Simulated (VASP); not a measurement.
A run of VASP 6.6.1 is set up as follows.

The input POSCAR:

```
ZrB2
1.0
    3.1663023341      0.0000000000      0.0000000000
   -1.5831511670      2.7420982574      0.0000000000
    0.0000000000      0.0000000000      3.5546843531
Zr B
1 2
Direct
    0.0000000000      0.0000000000      0.0000000000
    0.6666666667      0.3333333333      0.5000000000
    0.3333333333      0.6666666667      0.5000000000
```

INCAR.step1

```
  PREC = Accurate
  ENCUT = 520
  ISMEAR = -1
  SIGMA = 0.05
  LREAL = False
  LASPH = True
  NELM = 60
  NBANDS = 16
  GGA = PE
  ALGO = Normal
  EDIFF = 1E-4
  LWAVE = True
  LCHARG = False
```

File INCAR.step2:

```
  PREC = Accurate
  ENCUT = 520
  EDIFF = 1E-7
  ISMEAR = -1
  SIGMA = 0.05
  LREAL = False
  LASPH = True
  NELM = 60
  ALGO = Normal
  ISIF = 2
  LWAVE = False
  LCHARG = False
  METAGGA = R2SCAN
  LMIXTAU = True
  NBANDS = 16
  ISTART = 1
```

The input KPOINTS:

```
Automatic mesh
0
Gamma
  10 10 8
```

Potentials or basis: VASP PAW PBE potentials, release 64 (Zr_sv, B).

Command:

```console
$ cat potpaw_PBE.64/Zr_sv/POTCAR potpaw_PBE.64/B/POTCAR > POTCAR
$ cp INCAR.step1 INCAR
$ mpirun -np 1 vasp_std > vasp.out
$ cp INCAR.step2 INCAR
$ mpirun -np 1 vasp_std > vasp.out
```

Task: What does it give for the band gap on the k mesh?

Result: Zero (band 9 reaches 11.29 eV, above the bottom of band 10 at 10.35 eV).

Task: What does it give for the pressure?

Result: 0.1 GPa.

Caveat: the PAW data sets were made with another functional, which shifts forces and pressure a little.
